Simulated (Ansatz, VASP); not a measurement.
# Two plane-wave programs on Bi

Contents of INCAR:

```
SYSTEM = Bi
  PREC = Accurate
  ENCUT = 520
  EDIFF = 1E-6
  ISMEAR = 0
  SIGMA = 0.15
  LREAL = .False.
  LASPH = .True.
  NELM = 80
  ALGO = Fast
  ISIF = 2
  LWAVE = .False.
  LCHARG = .True.
  GGA = PE
  IVDW = 12
  LELF = .True.
  LVHAR = .True.
  NBANDS = 14
```

KPOINTS

```
Automatic mesh
0
Gamma
  16 16 16
  0 0 0
```

Contents of POSCAR:

```
Bi
1.0
   -1.9423236369      1.9423236369      1.9937596979
    1.9423236369     -1.9423236369      1.9937596979
    1.9423236369      1.9423236369     -1.9937596979
Bi
1
Direct
    0.0000000000      0.0000000000      0.0000000000
```

Input for Ansatz:

```yaml
crystal:
  lattice:
    - [-1.9423236369, 1.9423236369, 1.9937596979]
    - [1.9423236369, -1.9423236369, 1.9937596979]
    - [1.9423236369, 1.9423236369, -1.9937596979]
  atoms:
    - { symbol: Bi, position: [0.0, 0.0, 0.0] }
basis:
  ecutwfc: 420
kpoints:
  mp_grid: { grid: [16, 16, 16] }
hamiltonian:
  xc: pbe
  dispersion: d3bj
scf:
  occupations: { method: gaussian, width: 0.15 }
output:
  forces: true
  stress: true
  eigenvalues: true
```

Change from the starting cell: strain +e along x and -e along y +0.0000, strain +e along z and -e/2 along x and y +0.0175.

Alike in both runs: task single point; functional PBE; dispersion D3(BJ); k mesh 16 × 16 × 16; occupations gaussian, width 0.15 eV; no spin polarisation.

|  | VASP | Ansatz |
| --- | --- | --- |
| version | VASP 6.6.1 | Ansatz 0.2.0 |
| potentials or method | VASP PAW PBE potentials, release 64 (Bi_d), cutoff 520 eV | scalar-relativistic, plane waves, PAW |
| valence electrons in the cell | 15 | 15 |

Ansatz gave:

| Property | Result |
| --- | --- |
| gap on the k mesh at the Fermi level (eV) | none |
| pressure (GPa) | 0.1 |
| traceless stress, the component that is largest in VASP (GPa) | -0.26 |

**Question.** What did VASP give for the same quantities?

**Answer.** gap on the k mesh at the Fermi level (eV): none; pressure (GPa): 0.0; traceless stress, the component that is largest in VASP (GPa): -0.26.

A gap of «none» marks a metal or a gap that the smearing closes.

Neither program's run includes spin-orbit coupling.
